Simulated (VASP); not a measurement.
# Ge (P6_3/mmc) in VASP: relaxation of cell and atoms with PBE

Aim: the relaxation of cell and atoms of Ge with PBE.

Program: VASP 6.6.1. These are calculated values, not measurements. Logs are shortened: lines on timing, memory, paths and dates and some standing lists are left out, and cuts for length are marked.

**1. The cell of the first run**

It takes space group P6_3/mmc (No. 194, hexagonal). The conventional cell has a = 4.001 Å, b = 4.001 Å, c = 6.533 Å, α = 90.00°, β = 90.00°, γ = 120.00°. Within 3.2 Å of Ge (site symmetry 3m) lie 4 Ge at 2.45 Å.

This isn't the form of Ge at room conditions, which is diamond.

**2. Relaxation of cell and atoms, PBE**

INCAR reads:

```
ALGO = Normal
EDIFF = 1E-6
EDIFFG = -0.005
ENCUT = 600
GGA = PE
IBRION = 2
ISIF = 3
ISMEAR = 0
LASPH = T
LCHARG = F
LREAL = F
LWAVE = F
NELM = 80
NSW = 100
PREC = Accurate
SIGMA = 0.1
```

KPOINTS reads:

```
k-points
0
Gamma
  12 12 8
```

POSCAR reads:

```
Ge
1.0
    4.0006830000      0.0000000000      0.0000000000
   -2.0003410000      3.4646930000      0.0000000000
    0.0000000000      0.0000000000      6.5330880000
Ge
4
Direct
    0.0000000000      0.0000000000      0.0000000000
    0.0000000000      0.0000000000      0.3750000000
    0.3333333300      0.6666666700      0.5000000000
    0.3333333300      0.6666666700      0.8750000000
```

Potentials or basis: VASP PAW PBE potentials, release 64 (Ge_d).

The run is started by

```console
$ cat potpaw_PBE.64/Ge_d/POTCAR > POTCAR
$ mpirun -np 1 vasp_std > vasp.out
```

OUTCAR:

```text
EDIFF = 1E-6
   EDIFFG = -0.005
   ENCUT = 600
   GGA = PE
   IBRION = 2
   ISIF = 3
   ISMEAR = 0
   LASPH = T
   LREAL = F
   NELM = 80
   NSW = 100
   PREC = Accurate

 ion  position               nearest neighbor table
   1  0.000  0.000  0.000-   4 2.45   4 2.45   2 2.45   4 2.45
   2  0.000  0.000  0.375-   3 2.45   3 2.45   1 2.45   3 2.45
   3  0.333  0.667  0.500-   2 2.45   2 2.45   4 2.45   2 2.45
   4  0.333  0.667  0.875-   1 2.45   1 2.45   3 2.45   1 2.45

  LATTYP: Found a hexagonal cell.
 ALAT       =     4.0006830000
 C/A-ratio  =     1.6329931664

  Lattice vectors:

 A1 = (   4.0006830000,   0.0000000000,   0.0000000000)
 A2 = (  -2.0003410000,   3.4646930000,   0.0000000000)
 A3 = (   0.0000000000,   0.0000000000,   6.5330880000)

Analysis of symmetry for initial positions (statically):
=====================================================================
 Subroutine PRICEL returns:
 Original cell was already a primitive cell.

 Routine SETGRP: Setting up the symmetry group for a
 hexagonal supercell.

 Subroutine GETGRP returns: Found 24 space group operations
 (whereof  6 operations were pure point group operations)
 out of a pool of 24 trial point group operations.

The static configuration has the point symmetry C_3v.
 The point group associated with its full space group is D_6h.

Analysis of symmetry for dynamics (positions and initial velocities):
=====================================================================
 Subroutine PRICEL returns:
 Original cell was already a primitive cell.

 Routine SETGRP: Setting up the symmetry group for a
 hexagonal supercell.

 Subroutine GETGRP returns: Found 24 space group operations
 (whereof  6 operations were pure point group operations)
 out of a pool of 24 trial point group operations.

The dynamic configuration has the point symmetry C_3v.
 The point group associated with its full space group is D_6h.

 Subroutine INISYM returns: Found 24 space group operations
 (whereof  6 operations are pure point group operations),
 and found     1 'primitive' translations

----------------------------------------------------------------------------------------

                                     Primitive cell

  volume of cell :      90.5560

  direct lattice vectors                    reciprocal lattice vectors
     4.000683000  0.000000000  0.000000000     0.249957320  0.144312894  0.000000000
    -2.000341000  3.464693000  0.000000000     0.000000000  0.288625861  0.000000000
     0.000000000  0.000000000  6.533088000     0.000000000  0.000000000  0.153066972

  length of vectors
     4.000683000  4.000682654  6.533088000     0.288625836  0.288625861  0.153066972

  position of ions in fractional coordinates (direct lattice)
     0.000000000  0.000000000  0.000000000
     0.000000000  0.000000000  0.375000000
     0.333333330  0.666666670  0.500000000
     0.333333330  0.666666670  0.875000000

  ion indices of the primitive-cell ions
   primitive index   ion index
                 1           1
                 2           2
                 3           3
                 4           4

----------------------------------------------------------------------------------------

 KPOINTS: k-points

Automatic generation of k-mesh.
 Grid dimensions read from file:
 generate k-points for:   12   12    8

 Generating k-lattice:

  Cartesian coordinates                     Fractional coordinates (reciprocal lattice)
     0.020829777  0.012026075  0.000000000     0.083333333  0.000000000  0.000000000
     0.000000000  0.024052155  0.000000000     0.000000000  0.083333333  0.000000000
     0.000000000  0.000000000  0.019133372     0.000000000  0.000000000  0.125000000

  Length of vectors
     0.024052153  0.024052155  0.019133372

  Shift w.r.t. Gamma in fractional coordinates (k-lattice)
     0.000000000  0.000000000  0.000000000

 Subroutine IBZKPT returns following result:
 ===========================================

 Found     95 irreducible k-points:

 Following reciprocal coordinates:
            Coordinates               Weight
  0.000000  0.000000  0.000000      1.000000
  0.083333  0.000000  0.000000      6.000000
  0.166667  0.000000  0.000000      6.000000
  0.250000  0.000000  0.000000      6.000000
  0.333333  0.000000  0.000000      6.000000
  0.416667  0.000000  0.000000      6.000000
[... 16 lines left out ...]
  0.250000  0.000000  0.125000     12.000000
  0.333333  0.000000  0.125000     12.000000
 [... further k-points ...]
   k-points           NKPTS =     95   k-points in BZ     NKDIM =     95   number of bands    NBANDS=     33
   number of dos      NEDOS =    301   number of ions     NIONS =      4
   total plane-waves  NPLWV =  55296
   dimension x,y,z NGX =    32 NGY =   32 NGZ =   54
   dimension x,y,z NGXF=    64 NGYF=   64 NGZF=  108
   ions per type =               4
   NGX,Y,Z   is equivalent  to a cutoff of  13.30, 13.30, 13.74 a.u.
   NGXF,Y,Z  is equivalent  to a cutoff of  26.59, 26.59, 27.48 a.u.
 SYSTEM =  unknown system
   PREC   = accura    normal or accurate (medium, high low for compatibility)
   ISTART =      0    job   : 0-new  1-cont  2-samecut
   ICHARG =      2    charge: 1-file 2-atom 10-const
   ISPIN  =      1    spin polarized calculation?
   LNONCOLLINEAR =      F non collinear calculations
   LSORBIT =      F    spin-orbit coupling
   LASPH  =      T    aspherical Exc in radial PAW
   ENCUT  =  600.0 eV  44.10 Ry    6.64 a.u.   7.99  7.99 13.05*2*pi/ulx,y,z
   NELM   =     80;   NELMIN=  2; NELMDL= -5     # of ELM steps
   EDIFF  = 0.1E-05   stopping-criterion for ELM
   LREAL  =      F    real-space projection
   EDIFFG = -.5E-02   stopping-criterion for IOM
   NSW    =    100    number of steps for IOM
   IBRION =      2    ionic relax: 0-MD 1-quasi-New 2-CG
   NFREE  =      1    steps in history (QN), initial steepest desc. (CG)
   ISIF   =      3    stress and relaxation
   ISYM   =      2    0-nonsym 1-usesym 2-fastsym
   POTIM  = 0.5000    time-step for ionic-motion
   TEBEG  =    0.0;   TEEND  =   0.0 temperature during run
   PSTRESS=    0.0 pullay stress
   NELECT =      56.0000    total number of electrons
   NUPDOWN=      -1.0000    fix difference up-down
   EMIN   =  10.00;   EMAX   =-10.00  energy-range for DOS
   EFERMI =   0.00;   METHOD = LEGACY
   ISMEAR =     0;   SIGMA  =   0.10  broadening in eV -4-tet -1-fermi 0-gaus
   EFERMI_NEDOS =   21; number of points for ismear=-14 and -15
   IALGO  =     38    algorithm
   IMIX   =      4    mixing-type and parameters
     AMIX     =   0.40;   BMIX     =  1.00
     AMIX_MAG =   1.60;   BMIX_MAG =  1.00
  volume/ion in A,a.u.               =      22.64       152.78
  Fermi-wavevector in a.u.,A,eV,Ry     =   1.394756  2.635707 26.468032  1.945345
  Thomas-Fermi vector in A             =   2.518275
   LORBIT       =      0    0 simple, 1 ext, 2 COOP (PROOUT), +10 PAW based schemes
   GGA     = PE    functional components
   LHFCALC =     F    Hartree Fock is set to
   AEXX    =    0.0000 exact exchange contribution
   IVDW    =     0    specifies the selected vdW correction
   LEPSILON=     F    determine dielectric tensor
   LRPA    =     F    only Hartree local field effects (RPA)
 conjugate gradient relaxation of ions
 non-spin polarized calculation
 Gauss-broadening in eV      SIGMA  =   0.10
  energy-cutoff  :      600.00
  volume of cell :       90.56
 maximum number of plane-waves:      3042
 NGX is ok and might be reduce to    32
   NGX = 15   NGY = 15   NGZ = 27

--------------------------------------- Ionic step        1  -------------------------------------------

 number of electron      56.0000007 magnetization

 Free energy of the ion-electron system (eV)
  ---------------------------------------------------
  ext. energy  EPLUGINS =         0.00000000
  ---------------------------------------------------
  free energy    TOTEN  =       -17.94874544 eV

  energy without entropy =      -17.94820023  energy(sigma->0) =      -17.94847283

 E-fermi :   5.0730     XC(G=0):  -9.9194

 val. band max:        5.0446793195   @ k =   0.0000   0.0000   0.1250
 cond. band min:       5.0850448901   @ k =   0.0000   0.0000   0.2500
 fundamental gap:      0.0403655706
 Fermi energy:         5.0730047674

 k-point     1 :       0.0000    0.0000    0.0000
  band No.  band energies     occupation
      1     -19.8592      2.00000
      2     -19.8592      2.00000
      3     -19.8294      2.00000
      4     -19.8190      2.00000
      5     -19.8190      2.00000
      6     -19.8120      2.00000
[... 853 lines left out ...]
     32       8.8792      0.00000
     33       9.5205      0.00000

 [... further k-points ...]

------------------------ aborting loop because EDIFF is reached ----------------------------------------

  FORCE on cell =-STRESS in cart. coord.  units (eV):
  Direction    XX          YY          ZZ          XY          YZ          ZX
  --------------------------------------------------------------------------------------
  -------------------------------------------------------------------------------------
  Total        1.6776647      1.6776645      2.6189260      0.0000002     -0.0000000      0.0000000
  in kB       29.6823532     29.6823513     46.3357713      0.0000043     -0.0000000      0.0000000
  external PRESSURE =      35.2334919 kB  Pullay stress =       0.0000000 kB
[... 95 lines left out ...]
  FREE ENERGIE OF THE ION-ELECTRON SYSTEM (eV)
  ---------------------------------------------------
  free  energy   TOTEN  =       -18.0023848670 eV

  energy  without entropy=      -18.0017620145  energy(sigma->0) =      -18.00207344

[... ionic steps 4 to 13 ...]

--------------------------------------- Ionic step       14  -------------------------------------------

 number of electron      56.0000006 magnetization

------------------------ aborting loop because EDIFF is reached ----------------------------------------

  FORCE on cell =-STRESS in cart. coord.  units (eV):
  Direction    XX          YY          ZZ          XY          YZ          ZX
  --------------------------------------------------------------------------------------
  -------------------------------------------------------------------------------------
  Total       -0.0219659     -0.0219659     -0.0236270     -0.0000000      0.0000000      0.0000000
  in kB       -0.3684677     -0.3684677     -0.3963319     -0.0000001      0.0000000      0.0000000
  external PRESSURE =      -0.3777558 kB  Pullay stress =       0.0000000 kB
[... 61 lines left out ...]
  energy  without entropy=      -18.0021469746  energy(sigma->0) =      -18.00245286

--------------------------------------- Ionic step       16  -------------------------------------------

 number of electron      56.0000006 magnetization

 Free energy of the ion-electron system (eV)
  ---------------------------------------------------
  ext. energy  EPLUGINS =         0.00000000
  ---------------------------------------------------
  free energy    TOTEN  =       -18.00275867 eV

  energy without entropy =      -18.00214692  energy(sigma->0) =      -18.00245279

 E-fermi :   4.5470     XC(G=0):  -9.6694

 val. band max:        4.5436449335   @ k =   0.0000   0.0000   0.1250
 cond. band min:       4.6405994900   @ k =   0.0000   0.0000   0.0000
 fundamental gap:      0.0969545565
 Fermi energy:         4.5469681870

 k-point     1 :       0.0000    0.0000    0.0000
  band No.  band energies     occupation
      1     -20.2936      2.00000
      2     -20.2936      2.00000
      3     -20.2601      2.00000
      4     -20.2601      2.00000
      5     -20.2601      2.00000
      6     -20.2474      2.00000
[... 853 lines left out ...]
     32       8.3443      0.00000
     33       8.8520      0.00000

 [... further k-points ...]

------------------------ aborting loop because EDIFF is reached ----------------------------------------

  FORCE on cell =-STRESS in cart. coord.  units (eV):
  Direction    XX          YY          ZZ          XY          YZ          ZX
  --------------------------------------------------------------------------------------
  -------------------------------------------------------------------------------------
  Total        0.0032792      0.0032792      0.0066257      0.0000000      0.0000000      0.0000000
  in kB        0.0550070      0.0550070      0.1111447      0.0000000      0.0000000      0.0000000
  external PRESSURE =       0.0737196 kB  Pullay stress =       0.0000000 kB
[... 19 lines left out ...]
  FREE ENERGIE OF THE ION-ELECTRON SYSTEM (eV)
  ---------------------------------------------------
  free  energy   TOTEN  =       -18.0027586692 eV

  energy  without entropy=      -18.0021469184  energy(sigma->0) =      -18.00245279

 reached required accuracy - stopping structural energy minimisation
```

Run time: 49 min. Hardware: 1 thread of Intel Xeon 8259CL, shared host; peak memory 0.4 GiB.

What came out:

* Free energy: -18.0028 eV
* Relaxed volume: 23.88 Å³/atom
* Relaxed cell: a = 4.059 Å, b = 4.059 Å, c = 6.694 Å, α = 90.00°, β = 90.00°, γ = 120.00°
* Space group after relaxing (to 0.1 Å): P6_3/mmc (No. 194)
* Energy gained by relaxing: 13.5 meV/atom
* Ionic steps: 16
* Pressure after relaxing: 0.0 GPa
* Band gap on the k mesh: zero (bands 28 and 29 overlap by 0.01 eV)

Forces in eV/Å, atoms in the order of the input:
```
Ge   0.000  0.000  0.002
Ge   0.000  0.000 -0.002
Ge   0.000  0.000  0.002
Ge   0.000  0.000 -0.002
```

The path:
```tsv
step	energy change (eV)	largest force (eV/Å)	pressure (GPa)	volume (Å³)
1	0.0000	0.0443	3.52	90.56
2	-0.0473	0.0818	-1.03	97.23
3	-0.0536	0.0559	-0.03	95.43
4	-0.0536	0.0543	0.13	95.33
5	-0.0539	0.0007	0.06	95.39
6	-0.0539	0.0004	0.04	95.39
7	-0.0540	0.0048	0.07	95.47
8	-0.0540	0.0080	-0.01	95.52
9	-0.0540	0.0079	-0.06	95.50
10	-0.0540	0.0075	0.08	95.49
11	-0.0540	0.0063	-0.08	95.49
12	-0.0540	0.0080	0.02	95.49
13	-0.0540	0.0019	-0.05	95.53
14	-0.0540	0.0034	-0.04	95.51
15	-0.0540	0.0041	0.03	95.51
16	-0.0540	0.0021	0.01	95.51
```

Final structure:
```xyz
4
Lattice="4.0591 0.0000 0.0000 -2.0296 3.5153 0.0000 0.0000 0.0000 6.6937" Properties=species:S:1:pos:R:3 pbc="T T T"
Ge    0.0000    0.0000    0.0016
Ge   -2.0296    3.5153    2.5085
Ge    0.0000    2.3435    3.3485
Ge    0.0000    2.3435    5.8553
```

Caveat: semilocal functionals underestimate gaps, and a narrow one can read as zero.

The gap in the log of VASP goes by the Fermi energy; the results here count the filled bands.